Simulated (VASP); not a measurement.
A run of VASP 6.6.1 is set up as follows.

The input INCAR:

```
SYSTEM = PbS
PREC = Accurate ; ENCUT = 520
EDIFF = 1E-7 ; ISMEAR = 0
SIGMA = 0.1 ; LREAL = .FALSE.
LASPH = .TRUE. ; NELM = 80
ALGO = Normal ; ISIF = 2
LWAVE = .FALSE. ; LCHARG = .TRUE.
GGA = PE ; LELF = .TRUE.
LVHAR = .TRUE. ; NBANDS = 17
```

The input KPOINTS:

```
Automatic mesh
0
G
  6 6 6
  0 0 0
```

Contents of POSCAR:

```
PbS
1.0
    0.0000000000      2.9650000000      2.9650000000
    2.9650000000      0.0000000000      2.9650000000
    2.9650000000      2.9650000000      0.0000000000
Pb S
1 1
Direct
    0.0000000000      0.0000000000      0.0000000000
    0.5000000000      0.5000000000      0.5000000000
```

Potentials or basis: VASP PAW PBE potentials, release 64 (Pb_d, S).

The run is started by

```console
$ cat potpaw_PBE.64/Pb_d/POTCAR potpaw_PBE.64/S/POTCAR > POTCAR
$ mpirun -np 1 vasp_std > vasp.out
```

**Question.** Estimate the band gap on the k mesh.

**Answer.** 0.36 eV, direct.

**Question.** Predict the pressure.

**Answer.** 2.2 GPa.

Caveat: spin-orbit coupling is left out, which moves the levels of the heavy elements. A k mesh can miss the band edges.
